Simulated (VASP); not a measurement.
# TiC (I4/mmm) in VASP: a series of runs

The runs below take TiC through electric field gradients, with PBE.

Everything below comes from runs of VASP 6.6.1. Logs are shortened: lines on timing, memory, paths and dates and some standing lists are left out, and cuts for length are marked.

## (1) The cell of the first run

Symmetry: I4/mmm, No. 139, tetragonal system. Conventional cell: a = 3.060 Å, b = 3.060 Å, c = 4.415 Å, α = 90.00°, β = 90.00°, γ = 90.00°. Within 2.9 Å of Ti (site symmetry 4/mmm) lie 6 C at 2.16 to 2.21 Å. Within 2.9 Å of C (site symmetry 4/mmm) lie 6 Ti at 2.16 to 2.21 Å.

## (2) Electric field gradients, PBE (zz strain of +2 %)

Input file INCAR:

```
ALGO = Normal
EDIFF = 1E-8
ENCUT = 520
GGA = PE
ISIF = 2
ISMEAR = -1
LASPH = True
LCHARG = False
LEFG = True
LREAL = False
LWAVE = False
NBANDS = 15
NELM = 100
PREC = Accurate
SIGMA = 0.03
```

Input file KPOINTS:

```
k-points
0
Gamma
  16 16 16
```

Input file POSCAR:

```
TiC
1.0
    0.0000000000      2.1640000000      2.2072800000
    2.1640000000      0.0000000000      2.2072800000
    2.1640000000      2.1640000000      0.0000000000
Ti C
1 1
Direct
    0.0000000000      0.0000000000      0.0000000000
    0.5000000000      0.5000000000      0.5000000000
```

Potentials or basis: VASP PAW PBE potentials, release 64 (Ti_sv, C).

Run with:

```
cat potpaw_PBE.64/Ti_sv/POTCAR potpaw_PBE.64/C/POTCAR > POTCAR
mpirun -np 1 vasp_std > vasp.out
```

OUTCAR:

```text
EDIFF = 1E-8
   ENCUT = 520
   GGA = PE
   ISIF = 2
   ISMEAR = -1
   LASPH = True
   LREAL = False
   NELM = 100
   PREC = Accurate

 ion  position               nearest neighbor table
   1  0.000  0.000  0.000-   2 2.16   2 2.16   2 2.16   2 2.16   2 2.21   2 2.21
   2  0.500  0.500  0.500-   1 2.16   1 2.16   1 2.16   1 2.16   1 2.21   1 2.21

  LATTYP: Found a body centered tetragonal cell.
 ALAT       =     3.0603581490
 C/A-ratio  =     1.4424978336

  Lattice vectors:

 A1 = (  -2.1640000000,   0.0000000000,   2.2072800000)
 A2 = (   2.1640000000,   0.0000000000,   2.2072800000)
 A3 = (   0.0000000000,   2.1640000000,  -2.2072800000)

Analysis of symmetry for initial positions (statically):
=====================================================================
 Subroutine PRICEL returns:
 Original cell was already a primitive cell.

 Routine SETGRP: Setting up the symmetry group for a
 body centered tetragonal supercell.

 Subroutine GETGRP returns: Found 16 space group operations
 (whereof 16 operations were pure point group operations)
 out of a pool of 16 trial point group operations.

The static configuration has the point symmetry D_4h.

Analysis of symmetry for dynamics (positions and initial velocities):
=====================================================================
 Subroutine PRICEL returns:
 Original cell was already a primitive cell.

 Routine SETGRP: Setting up the symmetry group for a
 body centered tetragonal supercell.

 Subroutine GETGRP returns: Found 16 space group operations
 (whereof 16 operations were pure point group operations)
 out of a pool of 16 trial point group operations.

The dynamic configuration has the point symmetry D_4h.

 Subroutine INISYM returns: Found 16 space group operations
 (whereof 16 operations are pure point group operations),
 and found     1 'primitive' translations

----------------------------------------------------------------------------------------

                                     Primitive cell

  volume of cell :      20.6729

  direct lattice vectors                    reciprocal lattice vectors
     0.000000000  2.164000000  2.207280000    -0.231053604  0.231053604  0.226523142
     2.164000000  0.000000000  2.207280000     0.231053604 -0.231053604  0.226523142
     2.164000000  2.164000000  0.000000000     0.231053604  0.231053604 -0.226523142

  length of vectors
     3.091113230  3.091113230  3.060358149     0.397598126  0.397598126  0.397598126

  position of ions in fractional coordinates (direct lattice)
     0.000000000  0.000000000  0.000000000
     0.500000000  0.500000000  0.500000000

  ion indices of the primitive-cell ions
   primitive index   ion index
                 1           1
                 2           2

----------------------------------------------------------------------------------------

 KPOINTS: k-points

Automatic generation of k-mesh.
 Grid dimensions read from file:
 generate k-points for:   16   16   16

 Generating k-lattice:

  Cartesian coordinates                     Fractional coordinates (reciprocal lattice)
    -0.014440850  0.014440850  0.014157696     0.062500000 -0.000000000  0.000000000
     0.014440850 -0.014440850  0.014157696    -0.000000000  0.062500000  0.000000000
     0.014440850  0.014440850 -0.014157696     0.000000000  0.000000000  0.062500000

  Length of vectors
     0.024849883  0.024849883  0.024849883

  Shift w.r.t. Gamma in fractional coordinates (k-lattice)
     0.000000000  0.000000000  0.000000000

 Subroutine IBZKPT returns following result:
 ===========================================

 Found    349 irreducible k-points:

 Following reciprocal coordinates:
            Coordinates               Weight
  0.000000  0.000000  0.000000      1.000000
  0.062500  0.000000  0.000000      8.000000
  0.125000  0.000000  0.000000      8.000000
  0.187500  0.000000  0.000000      8.000000
  0.250000  0.000000  0.000000      8.000000
  0.312500  0.000000  0.000000      8.000000
[... 16 lines left out ...]
 -0.125000  0.062500  0.000000      8.000000
 -0.062500  0.062500  0.000000      4.000000
 [... further k-points ...]
   k-points           NKPTS =    349   k-points in BZ     NKDIM =    349   number of bands    NBANDS=     15
   number of dos      NEDOS =    301   number of ions     NIONS =      2
   total plane-waves  NPLWV =  13824
   dimension x,y,z NGX =    24 NGY =   24 NGZ =   24
   dimension x,y,z NGXF=    48 NGYF=   48 NGZF=   48
   ions per type =               1   1
   NGX,Y,Z   is equivalent  to a cutoff of  12.91, 12.91, 13.04 a.u.
   NGXF,Y,Z  is equivalent  to a cutoff of  25.82, 25.82, 26.07 a.u.
 SYSTEM =  unknown system
   PREC   = accura    normal or accurate (medium, high low for compatibility)
   ISTART =      0    job   : 0-new  1-cont  2-samecut
   ICHARG =      2    charge: 1-file 2-atom 10-const
   ISPIN  =      1    spin polarized calculation?
   LNONCOLLINEAR =      F non collinear calculations
   LSORBIT =      F    spin-orbit coupling
   LASPH  =      T    aspherical Exc in radial PAW
   ENCUT  =  520.0 eV  38.22 Ry    6.18 a.u.   5.75  5.75  5.69*2*pi/ulx,y,z
   NELM   =    100;   NELMIN=  2; NELMDL= -5     # of ELM steps
   EDIFF  = 0.1E-07   stopping-criterion for ELM
   LREAL  =      F    real-space projection
   EDIFFG = 0.1E-06   stopping-criterion for IOM
   NSW    =      0    number of steps for IOM
   IBRION =     -1    ionic relax: 0-MD 1-quasi-New 2-CG
   NFREE  =      0    steps in history (QN), initial steepest desc. (CG)
   ISIF   =      2    stress and relaxation
   ISYM   =      2    0-nonsym 1-usesym 2-fastsym
   POTIM  = 0.5000    time-step for ionic-motion
   TEBEG  =    0.0;   TEEND  =   0.0 temperature during run
   PSTRESS=    0.0 pullay stress
   NELECT =      16.0000    total number of electrons
   NUPDOWN=      -1.0000    fix difference up-down
   EMIN   =  10.00;   EMAX   =-10.00  energy-range for DOS
   EFERMI =   0.00;   METHOD = LEGACY
   ISMEAR =    -1;   SIGMA  =   0.03  broadening in eV -4-tet -1-fermi 0-gaus
   EFERMI_NEDOS =   21; number of points for ismear=-14 and -15
   IALGO  =     38    algorithm
   IMIX   =      4    mixing-type and parameters
     AMIX     =   0.40;   BMIX     =  1.00
     AMIX_MAG =   1.60;   BMIX_MAG =  1.00
  volume/ion in A,a.u.               =      10.34        69.75
  Fermi-wavevector in a.u.,A,eV,Ry     =   1.503076  2.840401 30.738778  2.259236
  Thomas-Fermi vector in A             =   2.614233
   LORBIT       =      0    0 simple, 1 ext, 2 COOP (PROOUT), +10 PAW based schemes
   GGA     = PE    functional components
   LHFCALC =     F    Hartree Fock is set to
   AEXX    =    0.0000 exact exchange contribution
   IVDW    =     0    specifies the selected vdW correction
   LEPSILON=     F    determine dielectric tensor
   LRPA    =     F    only Hartree local field effects (RPA)
 non-spin polarized calculation
  energy-cutoff  :      520.00
  volume of cell :       20.67
 maximum number of plane-waves:       568
   NGX = 11   NGY = 11   NGZ = 11

 number of electron      15.9999998 magnetization

 Free energy of the ion-electron system (eV)
  ---------------------------------------------------
  ext. energy  EPLUGINS =         0.00000000
  ---------------------------------------------------
  free energy    TOTEN  =       -18.69976473 eV

  energy without entropy =      -18.69867031  energy(sigma->0) =      -18.69921752

 E-fermi :   9.1993     XC(G=0): -12.6071

 val. band max:        9.1982123676   @ k =   0.4375   0.4375   0.0000
 cond. band min:       9.2467586602   @ k =   0.3750   0.3125   0.0000
 fundamental gap:      0.0485462926
 Fermi energy:         9.1993391731

 k-point     1 :       0.0000    0.0000    0.0000
  band No.  band energies     occupation
      1     -47.4291      2.00000
      2     -23.4826      2.00000
      3     -23.4519      2.00000
      4     -23.4519      2.00000
      5      -3.1062      2.00000
      6       9.8024      0.00000
      7       9.9446      0.00000
      8       9.9446      0.00000
      9      10.8033      0.00000
     10      10.8188      0.00000
     11      10.8867      0.00000
     12      10.8867      0.00000
     13      10.9572      0.00000
     14      19.4466      0.00000
[... 401 lines left out ...]
      2     -23.4977      2.00000
      3     -23.4943      2.00000
      4     -23.4523      2.00000
      5      -2.8726      2.00000
      6       8.9577      1.99937
      7       9.1821      1.27940
      8       9.1954      1.06638
      9      10.0524      0.00000
     10      10.5187      0.00000
     11      11.4515      0.00000
     12      11.8970      0.00000
     13      12.9118      0.00000
     14      19.8748      0.00000
     15      23.2028      0.00000

 [... further k-points ...]

------------------------ aborting loop because EDIFF is reached ----------------------------------------

  FORCE on cell =-STRESS in cart. coord.  units (eV):
  Direction    XX          YY          ZZ          XY          YZ          ZX
  --------------------------------------------------------------------------------------
  -------------------------------------------------------------------------------------
  Total       -0.1720138     -0.1720138     -1.0382196      0.0000000     -0.0000000     -0.0000000
  in kB      -13.3312813    -13.3312813    -80.4633034      0.0000000     -0.0000000     -0.0000000
  external PRESSURE =     -35.7086220 kB  Pullay stress =       0.0000000 kB

 VOLUME and BASIS-vectors are now :
 -----------------------------------------------------------------------------
  energy-cutoff  :      520.00
  volume of cell :       20.67
      direct lattice vectors                 reciprocal lattice vectors
     0.000000000  2.164000000  2.207280000    -0.231053604  0.231053604  0.226523142
     2.164000000  0.000000000  2.207280000     0.231053604 -0.231053604  0.226523142
     2.164000000  2.164000000  0.000000000     0.231053604  0.231053604 -0.226523142

 POSITION                                       TOTAL-FORCE (eV/Angst)
 -----------------------------------------------------------------------------------
      0.00000      0.00000      0.00000         0.000000     -0.000000      0.000000
      2.16400      2.16400      2.20728        -0.000000      0.000000     -0.000000
 -----------------------------------------------------------------------------------
    total drift:                                0.000000     -0.000000     -0.000000

  FREE ENERGIE OF THE ION-ELECTRON SYSTEM (eV)
  ---------------------------------------------------
  free  energy   TOTEN  =       -18.6997647270 eV

  energy  without entropy=      -18.6986703108  energy(sigma->0) =      -18.69921752

 Electric field gradients (V/A^2)
---------------------------------------------------------------------
 ion       V_xx      V_yy      V_zz      V_xy      V_xz      V_yz
---------------------------------------------------------------------
   1      -7.675    -7.675    15.351     0.000    -0.000    -0.000
   2      -1.223    -1.223     2.445     0.000     0.000     0.000
---------------------------------------------------------------------

 Electric field gradients after diagonalization (V/A^2)
 (convention: |V_zz| > |V_xx| > |V_yy|)
----------------------------------------------------------------------
 ion       V_xx      V_yy      V_zz     asymmetry (V_yy - V_xx)/ V_zz
----------------------------------------------------------------------
   1      -7.676    -7.675    15.351       0.000
   2      -1.223    -1.222     2.445       0.000
----------------------------------------------------------------------

           NMR quadrupolar parameters

 Cq : quadrupolar parameter    Cq=e*Q*V_zz/h
 eta: asymmetry parameters     (V_yy - V_xx)/ V_zz
 Q  : nuclear electric quadrupole moment in mb (millibarn)
----------------------------------------------------------------------
 ion       Cq(MHz)       eta       Q (mb)
----------------------------------------------------------------------
   1       0.037       0.000       1.000
   2       0.006       0.000       1.000
----------------------------------------------------------------------
```

Wall time 58 s (1 thread of Intel Xeon 6975P-C (Granite Rapids), shared host); peak memory 0.22 GiB.

What came out:

```yaml
Free_energy: -18.6998 eV
Pressure: -3.6 GPa
Band_gap_on_the_k_mesh: zero (band 8 reaches 9.94 eV, above the bottom of band 9 at 8.75 eV)
```

Electric field gradients, principal values (V/Å²):
```
atom   least  middle  greatest (by size)
1 Ti  -7.675  -7.676              15.351
 2 C  -1.222  -1.223               2.445
```

Caveat: the cell differs from its parent crystal (zz strain of +2 %); without QUAD_EFG the Cq values of the log hold for a quadrupole moment of 1 mb, not for the nuclei.

## (3) Electric field gradients, PBE (equal xx and yy strain of +2 %)

Input file INCAR:

```
PREC = Accurate
ENCUT = 520
EDIFF = 1E-8
ISMEAR = -1
SIGMA = 0.03
LREAL = False
LASPH = True
NELM = 100
ALGO = Normal
ISIF = 2
LWAVE = False
LCHARG = False
GGA = PE
LEFG = True
NBANDS = 15
```

Input file KPOINTS:

```
Automatic mesh
0
Gamma
  16 16 16
```

Input file POSCAR:

```
TiC
1.0
    0.0000000000      2.2072800000      2.1640000000
    2.2072800000      0.0000000000      2.1640000000
    2.2072800000      2.2072800000      0.0000000000
Ti C
1 1
Direct
    0.0000000000      0.0000000000      0.0000000000
    0.5000000000      0.5000000000      0.5000000000
```

Potentials or basis: VASP PAW PBE potentials, release 64 (Ti_sv, C).

Run with:

```
cat potpaw_PBE.64/Ti_sv/POTCAR potpaw_PBE.64/C/POTCAR > POTCAR
mpirun -np 1 vasp_std > vasp.out
```

OUTCAR:

```text
PREC = Accurate
   ENCUT = 520
   EDIFF = 1E-8
   ISMEAR = -1
   LREAL = False
   LASPH = True
   NELM = 100
   ISIF = 2
   GGA = PE

 ion  position               nearest neighbor table
   1  0.000  0.000  0.000-   2 2.16   2 2.16   2 2.21   2 2.21   2 2.21   2 2.21
   2  0.500  0.500  0.500-   1 2.16   1 2.16   1 2.21   1 2.21   1 2.21   1 2.21

  LATTYP: Found a body centered tetragonal cell.
 ALAT       =     3.1215653120
 C/A-ratio  =     1.3864838847

  Lattice vectors:

 A1 = (   0.0000000000,  -2.2072800000,  -2.1640000000)
 A2 = (   0.0000000000,   2.2072800000,  -2.1640000000)
 A3 = (   2.2072800000,   0.0000000000,   2.1640000000)

Analysis of symmetry for initial positions (statically):
=====================================================================
 Subroutine PRICEL returns:
 Original cell was already a primitive cell.

 Routine SETGRP: Setting up the symmetry group for a
 body centered tetragonal supercell.

[... 619 lines left out ...]
  volume of cell :       21.09
      direct lattice vectors                 reciprocal lattice vectors
     0.000000000  2.207280000  2.164000000    -0.226523142  0.226523142  0.231053604
     2.207280000  0.000000000  2.164000000     0.226523142 -0.226523142  0.231053604
     2.207280000  2.207280000  0.000000000     0.226523142  0.226523142 -0.231053604

 POSITION                                       TOTAL-FORCE (eV/Angst)
 -----------------------------------------------------------------------------------
      0.00000      0.00000      0.00000         0.000000      0.000000     -0.000000
      2.20728      2.20728      2.16400        -0.000000     -0.000000      0.000000
 -----------------------------------------------------------------------------------
    total drift:                                0.000000     -0.000000     -0.000000

  FREE ENERGIE OF THE ION-ELECTRON SYSTEM (eV)
  ---------------------------------------------------
  free  energy   TOTEN  =       -18.6846622381 eV

  energy  without entropy=      -18.6835401776  energy(sigma->0) =      -18.68410121

 Electric field gradients (V/A^2)
---------------------------------------------------------------------
 ion       V_xx      V_yy      V_zz      V_xy      V_xz      V_yz
---------------------------------------------------------------------
   1       7.644     7.644   -15.288    -0.000    -0.000    -0.000
   2       1.265     1.265    -2.531     0.000     0.000     0.000
---------------------------------------------------------------------

 Electric field gradients after diagonalization (V/A^2)
 (convention: |V_zz| > |V_xx| > |V_yy|)
----------------------------------------------------------------------
 ion       V_xx      V_yy      V_zz     asymmetry (V_yy - V_xx)/ V_zz
----------------------------------------------------------------------
   1       7.644     7.643   -15.288       0.000
   2       1.266     1.265    -2.531       0.000
----------------------------------------------------------------------

           NMR quadrupolar parameters

 Cq : quadrupolar parameter    Cq=e*Q*V_zz/h
 eta: asymmetry parameters     (V_yy - V_xx)/ V_zz
 Q  : nuclear electric quadrupole moment in mb (millibarn)
----------------------------------------------------------------------
 ion       Cq(MHz)       eta       Q (mb)
----------------------------------------------------------------------
   1      -0.037       0.000       1.000
   2      -0.006       0.000       1.000
----------------------------------------------------------------------
```

OSZICAR:

```text
N       E                     dE             d eps       ncg     rms          rms(c)
DAV:   1     0.118033400716E+03    0.11803E+03   -0.79975E+03 10500   0.127E+03
DAV:   2    -0.166058883985E+02   -0.13464E+03   -0.12610E+03 11128   0.333E+02
DAV:   3    -0.241457374487E+02   -0.75398E+01   -0.74098E+01 13820   0.776E+01
DAV:   4    -0.243902912486E+02   -0.24455E+00   -0.24431E+00 12961   0.129E+01
DAV:   5    -0.243960588241E+02   -0.57676E-02   -0.57649E-02 13772   0.179E+00    0.176E+01
DAV:   6    -0.194119646234E+02    0.49841E+01   -0.12193E+01 14982   0.560E+01    0.725E+00
DAV:   7    -0.187354120794E+02    0.67655E+00   -0.23854E+00 12328   0.217E+01    0.465E+00
DAV:   8    -0.187155848291E+02    0.19827E-01   -0.11571E-01 11745   0.314E+00    0.367E+00
DAV:   9    -0.186891520491E+02    0.26433E-01   -0.12444E-01 14084   0.532E+00    0.803E-01
DAV:  10    -0.186878375046E+02    0.13145E-02   -0.14908E-02 13595   0.132E+00    0.662E-01
DAV:  11    -0.186853853802E+02    0.24521E-02   -0.25764E-03 11998   0.773E-01    0.334E-01
DAV:  12    -0.186846954666E+02    0.68991E-03   -0.11801E-03 12175   0.592E-01    0.615E-02
DAV:  13    -0.186846651906E+02    0.30276E-04   -0.10157E-04 11996   0.135E-01    0.269E-02
DAV:  14    -0.186846628690E+02    0.23216E-05   -0.14448E-05 13809   0.288E-02    0.624E-03
DAV:  15    -0.186846624687E+02    0.40030E-06   -0.86207E-07 11583   0.118E-02    0.265E-03
DAV:  16    -0.186846622813E+02    0.18747E-06   -0.30327E-07 12891   0.104E-02    0.177E-03
DAV:  17    -0.186846622378E+02    0.43488E-07   -0.32469E-08 12386   0.272E-03    0.592E-04
DAV:  18    -0.186846622381E+02   -0.31741E-09   -0.38083E-09  6817   0.643E-04
   1 F= -.18684662E+02 E0= -.18684101E+02  d E =-.112206E-02
```

Wall time 61 s (1 thread of Intel Xeon 6975P-C (Granite Rapids), shared host); peak memory 0.23 GiB.

Results:

```yaml
Free_energy: -18.6847 eV
Pressure: -8.0 GPa
Band_gap_on_the_k_mesh: zero (band 8 reaches 9.75 eV, above the bottom of band 9 at 8.47 eV)
```

Electric field gradients, principal values (V/Å²):
```csv
atom,least,middle,greatest (by size)
1 Ti,7.643,7.644,-15.288
2 C,1.265,1.266,-2.531
```

Caveat: the cell differs from its parent crystal (equal xx and yy strain of +2 %); without QUAD_EFG the Cq values of the log hold for a quadrupole moment of 1 mb, not for the nuclei.

(Part 1 of 2 ends here.)
